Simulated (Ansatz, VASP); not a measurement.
GaCuSe2 in VASP and in Ansatz

```
Se Ga Cu
1.0
    -2.82816    2.82816    5.54951
     2.82816   -2.82816    5.54951
     2.82816    2.82816   -5.54951
Se Ga Cu
4 2 2
Direct
  0.12562 0.62500 0.00062
  0.87500 0.87438 0.49938
  0.62438 0.12500 0.99938
  0.37500 0.37562 0.50062
  0.25000 0.75000 0.50000
  0.50000 0.50000 0.00000
  0.75000 0.25000 0.50000
  0.00000 0.00000 0.00000
```

Change from the starting cell: volume scaled by 1.02.

Alike in both runs: task single point; functional PBEsol; k mesh 7 × 7 × 7; occupations fermi-dirac, width 0.05 eV; no spin polarisation.

|  | VASP | Ansatz |
| --- | --- | --- |
| version | VASP 6.6.1 | Ansatz 0.2.0 |
| potentials or method | VASP PAW PBE potentials, release 64 (Se, Ga_d, Cu), cutoff 520 eV | all-electron LAPW, scalar-relativistic |

Ansatz gave:

| Item | Value |
| --- | --- |
| pressure (GPa) | -1.9 |
| traceless stress, the component that is largest in VASP (GPa) | 0.17 |
| rms of the force components (eV/Å) | 0.160 |

Q: Estimate VASP's values.

A: Pressure (GPa): -1.8; traceless stress, the component that is largest in VASP (GPa): 0.17; rms of the force components (eV/Å): 0.153.

VASP's potentials were made for PBE, not for PBEsol. Atom by atom the forces differ by 0.008 eV/Å (rms over components). Ansatz ran all-electron here, and VASP with PAW potentials.
